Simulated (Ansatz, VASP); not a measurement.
# Two plane-wave programs on BaTiO3

POSCAR

```
BaTiO3
1.0
    4.0060000000      0.0000000000      0.0000000000
    0.0000000000      4.0060000000      0.0000000000
    0.0000000000      0.0000000000      4.0060000000
Ba Ti O
1 1 3
Direct
    0.5000000000      0.5000000000      0.5000000000
    0.0000000000      0.0000000000      0.0000000000
    0.0000000000      0.0000000000      0.5000000000
    0.0000000000      0.5000000000      0.0000000000
    0.5000000000      0.0000000000      0.0000000000
```

The input INCAR.step1:

```
  ALGO = Normal
  EDIFF = 1E-5
  ENCUT = 520
  GGA = PE
  ISIF = 2
  ISMEAR = 0
  LASPH = T
  LCHARG = F
  LREAL = F
  LWAVE = T
  NBANDS = 28
  NELM = 80
  PREC = Accurate
  SIGMA = 0.01
```

The input INCAR.step2:

```
  AEXX = 0.25
  ALGO = Normal
  EDIFF = 1E-6
  ENCUT = 520
  GGA = PE
  ISIF = 2
  ISMEAR = 0
  ISTART = 1
  LASPH = T
  LCHARG = F
  LHFCALC = T
  LREAL = F
  LWAVE = F
  NBANDS = 28
  NELM = 80
  PREC = Accurate
  PRECFOCK = Fast
  SIGMA = 0.01
```

File KPOINTS:

```
k-points
0
Gamma
  4 4 4
```

input

```
crystal:
  lattice:
    - [4.006, 0.0, 0.0]
    - [0.0, 4.006, 0.0]
    - [0.0, 0.0, 4.006]
  atoms:
    - { symbol: Ba, position: [0.5, 0.5, 0.5] }
    - { symbol: Ti, position: [0.0, 0.0, 0.0] }
    - { symbol: O, position: [0.0, 0.0, 0.5] }
    - { symbol: O, position: [0.0, 0.5, 0.0] }
    - { symbol: O, position: [0.5, 0.0, 0.0] }
kpoints:
  mp_grid: { grid: [4, 4, 4] }
  band_path:
    path:
      - [0.0, 0.0, 0.0]
      - [0.0, 0.5, 0.0]
      - [0.5, 0.5, 0.0]
      - [0.5, 0.5, 0.5]
      - [0.489583, -0.5, -0.5]
    npoints: 1
hamiltonian:
  xc: pbe0
scf:
  occupations: { method: fixed }
  n_extra_bands: 5
output:
  forces: true
  stress: true
  eigenvalues: true
  write_density: true
  write_potential: true
  elf: true
  volumetric_format: npy
```

Alike in both runs: functional PBE0; k mesh 4 × 4 × 4; no spin polarisation.

|  | VASP | Ansatz |
| --- | --- | --- |
| version | VASP 6.6.1 | Ansatz 0.2.0 |
| potentials or method | VASP PAW PBE potentials, release 64 (Ba_sv, Ti_sv, O) | Ansatz PAW |
| plane-wave cutoff (eV) | 520 | 420 |
| occupations | gaussian, width 0.01 eV | fixed |
| valence electrons in the cell | 40 | 40 |
| task | single point | band structure |

Ansatz gave:

```
gap on the k mesh at the Fermi level (eV) : 3.93
least direct gap on the mesh (eV)         : 4.00
pressure (GPa)                            : -3.9
```

Q: Estimate VASP's values.

A: gap on the k mesh at the Fermi level (eV): 3.88; least direct gap on the mesh (eV): 3.99; pressure (GPa): -2.4.

Spin-orbit coupling is off throughout.
